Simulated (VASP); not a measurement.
# BaTiO3 (P1) in VASP: further runs, part 2 of 2

VASP 6.6.1.

## (3) Single point, r2SCAN

POSCAR

```
BaTiO3
1.0
    4.1551154307      0.1583906644      0.2569067247
    0.3005213822      2.5160853304      2.7586679808
    0.0720886616     -2.9915653209      3.2314727974
Ba Ti O
1 1 3
Direct
    0.0036780671      0.0158596996      0.0356121911
    0.4658484600      0.4973581037      0.5441201965
    0.0276793733      0.5048739767      0.5082035618
    0.4845039943      0.4848912872      0.9507562870
    0.5182901053      0.9932369330      0.4575277638
```

INCAR.step1

```
SYSTEM = BaTiO3
PREC = Accurate
ENCUT = 520
ISMEAR = 0
SIGMA = 0.05
LREAL = .FALSE.
LASPH = .TRUE.
NELM = 100
NBANDS = 28
GGA = PE
ALGO = Normal
EDIFF = 1E-4
LWAVE = .TRUE.
LCHARG = .FALSE.
```

INCAR.step2

```
SYSTEM = BaTiO3
PREC = Accurate
ENCUT = 520
EDIFF = 1E-6
ISMEAR = 0
SIGMA = 0.05
LREAL = .FALSE.
LASPH = .TRUE.
NELM = 100
ALGO = Normal
ISIF = 2
LWAVE = .FALSE.
LCHARG = .TRUE.
METAGGA = R2SCAN
LMIXTAU = .TRUE.
LELF = .TRUE.
LVHAR = .TRUE.
NBANDS = 28
ISTART = 1
```

KPOINTS

```
Automatic mesh
0
G
  6 6 6
  0 0 0
```

Potentials or basis: VASP PAW PBE potentials, release 64 (Ba_sv, Ti_sv, O).

Command:

```
$ cat potpaw_PBE.64/Ba_sv/POTCAR potpaw_PBE.64/Ti_sv/POTCAR potpaw_PBE.64/O/POTCAR > POTCAR
$ cp INCAR.step1 INCAR
$ mpirun -np 1 vasp_std > vasp.out
$ cp INCAR.step2 INCAR
$ mpirun -np 1 vasp_std > vasp.out
```

OUTCAR:

```text
SYSTEM = BaTiO3
   PREC = Accurate
   ENCUT = 520
   EDIFF = 1E-6
   ISMEAR = 0
   LREAL = .FALSE.
   LASPH = .TRUE.
   NELM = 100
   ISIF = 2
   METAGGA = R2SCAN
   ISTART = 1

 ion  position               nearest neighbor table
   1  0.004  0.016  0.036-   4 2.59   4 2.64   3 2.70   5 2.70   3 2.84   4 2.85   5 2.87   3 2.90
                             3 3.12   4 3.20   5 3.27   2 3.31   5 3.32   2 3.38   2 3.38   2 3.42
   2  0.466  0.497  0.544-   4 1.79   3 1.83   5 1.91   5 1.94   3 2.34   1 3.31   1 3.38   1 3.38
                             1 3.42   1 3.52   1 3.74   1 3.74
   3  0.028  0.505  0.508-   2 1.83   2 2.34   1 2.70   1 2.84   1 2.90   1 3.12
   4  0.485  0.485  0.951-   2 1.79   1 2.59   1 2.64   1 2.85   1 3.20
   5  0.518  0.993  0.458-   2 1.91   2 1.94   1 2.70   1 2.87   1 3.27   1 3.32

  LATTYP: Found a triclinic cell.
 ALAT       =     9.3690631791
 B/A-ratio  =     0.3998084561
 C/A-ratio  =     1.0255425294
 COS(alpha) =     0.0128485470
 COS(beta)  =     0.6121589253
 COS(gamma) =     0.7726399425

  Lattice vectors:

 A1 = (   3.4819840047,  -1.8822146755,  -8.4919020343)
 A2 = (  -0.3005213822,  -2.5160853304,  -2.7586679808)
 A3 = (   4.0109381075,   6.1415213062,  -6.2060388701)

Analysis of symmetry for initial positions (statically):
=====================================================================
 Subroutine PRICEL returns:
 Original cell was already a primitive cell.

 Routine SETGRP: Setting up the symmetry group for a
 triclinic supercell.

 Subroutine GETGRP returns: Found  1 space group operations
 (whereof  1 operations were pure point group operations)
 out of a pool of  2 trial point group operations.

The static configuration has the point symmetry C_1 .

Analysis of symmetry for dynamics (positions and initial velocities):
=====================================================================
 Subroutine PRICEL returns:
[... 134 lines left out ...]
     AMIX     =   0.40;   BMIX     =  1.00
     AMIX_MAG =   1.60;   BMIX_MAG =  1.00
  volume/ion in A,a.u.               =      13.54        91.34
  Fermi-wavevector in a.u.,A,eV,Ry     =   1.373890  2.596276 25.682007  1.887574
  Thomas-Fermi vector in A             =   2.499366
   LORBIT       =      0    0 simple, 1 ext, 2 COOP (PROOUT), +10 PAW based schemes
   METAGGA = R2SCAN    functional components
   LHFCALC =     F    Hartree Fock is set to
   AEXX    =    0.0000 exact exchange contribution
   IVDW    =     0    specifies the selected vdW correction
   LEPSILON=     F    determine dielectric tensor
   LRPA    =     F    only Hartree local field effects (RPA)
 non-spin polarized calculation
 Gauss-broadening in eV      SIGMA  =   0.05
  energy-cutoff  :      520.00
  volume of cell :       67.68
 maximum number of plane-waves:      1839
   NGX = 15   NGY = 13   NGZ = 17

 number of electron      40.0000008 magnetization

 Free energy of the ion-electron system (eV)
  ---------------------------------------------------
  ext. energy  EPLUGINS =         0.00000000
  ---------------------------------------------------
  free energy    TOTEN  =       -73.37105668 eV

  energy without entropy =      -73.37105668  energy(sigma->0) =      -73.37105668

 E-fermi :   3.9731     XC(G=0): -11.5299

 val. band max:        3.5724145294   @ k =   0.5000   0.5000   0.5000
 cond. band min:       6.1775840767   @ k =   0.0000   0.0000   0.0000
 fundamental gap:      2.6051695473
 Fermi energy:         3.9730611757

 k-point     1 :       0.0000    0.0000    0.0000
  band No.  band energies     occupation
      1     -55.1019      2.00000
      2     -30.4722      2.00000
      3     -30.3668      2.00000
      4     -30.2448      2.00000
      5     -22.6451      2.00000
      6     -14.6937      2.00000
[... 733 lines left out ...]
     27      11.1588      0.00000
     28      11.7216      0.00000

 [... further k-points ...]

------------------------ aborting loop because EDIFF is reached ----------------------------------------

  FORCE on cell =-STRESS in cart. coord.  units (eV):
  Direction    XX          YY          ZZ          XY          YZ          ZX
  --------------------------------------------------------------------------------------
  -------------------------------------------------------------------------------------
  Total        1.9865481      6.0691532     -0.3059686     -4.0553679      1.5643298     -5.5688872
  in kB       47.0306803    143.6846184     -7.2436775    -96.0091088     37.0348420   -131.8410332
  external PRESSURE =      61.1572071 kB  Pullay stress =       0.0000000 kB

 VOLUME and BASIS-vectors are now :
 -----------------------------------------------------------------------------
  energy-cutoff  :      520.00
  volume of cell :       67.68
      direct lattice vectors                 reciprocal lattice vectors
     4.155115431  0.158390664  0.256906725     0.242089273 -0.011411271 -0.015964687
     0.300521382  2.516085330  2.758667981    -0.018919660  0.198132518  0.183845045
     0.072088662 -2.991565321  3.231472797    -0.003094967 -0.168236045  0.153779415

 POSITION                                       TOTAL-FORCE (eV/Angst)
 -----------------------------------------------------------------------------------
      0.02262     -0.06605      0.15978         0.017841      0.024094     -0.030700
      2.12435     -0.30259      3.25004         0.136443      0.095073     -0.111532
      0.30337     -0.24563      3.04214        -0.140629     -0.026390     -0.004346
      2.22743     -1.54748      4.53447        -0.001063     -0.079347      0.112894
      2.48503      1.21244      4.35165        -0.012591     -0.013431      0.033683
 -----------------------------------------------------------------------------------
    total drift:                                0.003862      0.001953     -0.004378

  FREE ENERGIE OF THE ION-ELECTRON SYSTEM (eV)
  ---------------------------------------------------
  free  energy   TOTEN  =       -73.3710566835 eV

  energy  without entropy=      -73.3710566835  energy(sigma->0) =      -73.37105668
```

OUTCAR.step1:

```text
SYSTEM = BaTiO3
   PREC = Accurate
   ENCUT = 520
   ISMEAR = 0
   LREAL = .FALSE.
   LASPH = .TRUE.
[... 983 lines left out ...]
      0.30337     -0.24563      3.04214        -0.212426     -0.004488     -0.033401
      2.22743     -1.54748      4.53447         0.013162     -0.162795      0.189444
      2.48503      1.21244      4.35165         0.042074      0.038216     -0.036162
 -----------------------------------------------------------------------------------
    total drift:                                0.003343      0.002731     -0.003616

  FREE ENERGIE OF THE ION-ELECTRON SYSTEM (eV)
  ---------------------------------------------------
  free  energy   TOTEN  =       -39.2304323255 eV

  energy  without entropy=      -39.2304323255  energy(sigma->0) =      -39.23043233
```

OSZICAR.step1:

```text
N       E                     dE             d eps       ncg     rms          rms(c)
DAV:   1     0.436453281290E+03    0.43645E+03   -0.20686E+04  6272   0.153E+03
DAV:   2    -0.177158401483E+01   -0.43822E+03   -0.41750E+03  7216   0.424E+02
DAV:   3    -0.474191238495E+02   -0.45648E+02   -0.45244E+02  8664   0.135E+02
DAV:   4    -0.495874477830E+02   -0.21683E+01   -0.21624E+01  9632   0.259E+01
DAV:   5    -0.496458264344E+02   -0.58379E-01   -0.58369E-01  8644   0.332E+00    0.251E+01
DAV:   6    -0.395838452268E+02    0.10062E+02   -0.56522E+01  9548   0.714E+01    0.112E+01
DAV:   7    -0.394677082318E+02    0.11614E+00   -0.14943E+01  8720   0.299E+01    0.834E+00
DAV:   8    -0.392237593512E+02    0.24395E+00   -0.69342E-01  7964   0.850E+00    0.411E+00
DAV:   9    -0.392606241028E+02   -0.36865E-01   -0.42578E-01  9304   0.599E+00    0.174E+00
DAV:  10    -0.392328304680E+02    0.27794E-01   -0.16291E-01  7944   0.398E+00    0.503E-01
DAV:  11    -0.392306571181E+02    0.21733E-02   -0.12631E-02  9408   0.945E-01    0.156E-01
DAV:  12    -0.392303941991E+02    0.26292E-03   -0.15860E-03  7320   0.313E-01    0.511E-02
DAV:  13    -0.392304323255E+02   -0.38126E-04   -0.24566E-04  4960   0.127E-01
   1 F= -.39230432E+02 E0= -.39230432E+02  d E =-.285201E-30
```

It took 19 min on 1 thread of Oxide Virtual Turin-like, shared host; peak memory 0.3 GiB.

Results:

* Free energy: -73.3711 eV
* Pressure: 6.1 GPa
* Largest force: 0.200 eV/Å
* Band gap on the k mesh: 2.61 eV (least direct gap 3.16 eV)

Forces on the atoms (eV/Å):
```
Ba   0.018  0.024 -0.031
Ti   0.136  0.095 -0.112
O   -0.141 -0.026 -0.004
O   -0.001 -0.079  0.113
O   -0.013 -0.013  0.034
```

Levels at points of the mesh, in eV from the valence-band top:
| k point | band 18 | band 19 | band 20 | band 21 | band 22 | band 23 |
| --- | --- | --- | --- | --- | --- | --- |
| (0.00, 0.00, 0.00) | -1.59 | -1.38 | -0.56 | 2.61 | 3.13 | 3.96 |
| (0.50, 0.00, 0.00) | -1.92 | -1.81 | -1.48 | 3.43 | 3.88 | 4.11 |
| (0.00, 0.50, 0.00) | -2.08 | -1.83 | -1.69 | 2.90 | 3.66 | 4.42 |
| (0.50, 0.50, 0.00) | -1.52 | -0.95 | -0.06 | 3.68 | 4.00 | 4.34 |
| (0.00, 0.00, 0.50) | -1.86 | -1.63 | -0.51 | 2.98 | 3.64 | 4.38 |
| (0.50, 0.00, 0.50) | -1.83 | -1.45 | -1.05 | 3.59 | 4.00 | 4.43 |
| (0.00, 0.50, 0.50) | -1.50 | -1.27 | -0.68 | 3.56 | 3.91 | 4.34 |
| (0.50, 0.50, 0.50) | -1.00 | -0.76 | 0.00 | 4.02 | 4.19 | 4.69 |

Caveat: the stress differs along the axes, from -1 to 14 GPa; the PAW data sets were made with another functional, which shifts forces and pressure a little; spin-orbit coupling is left out, which moves the levels of the heavy elements. A k mesh can miss the band edges.
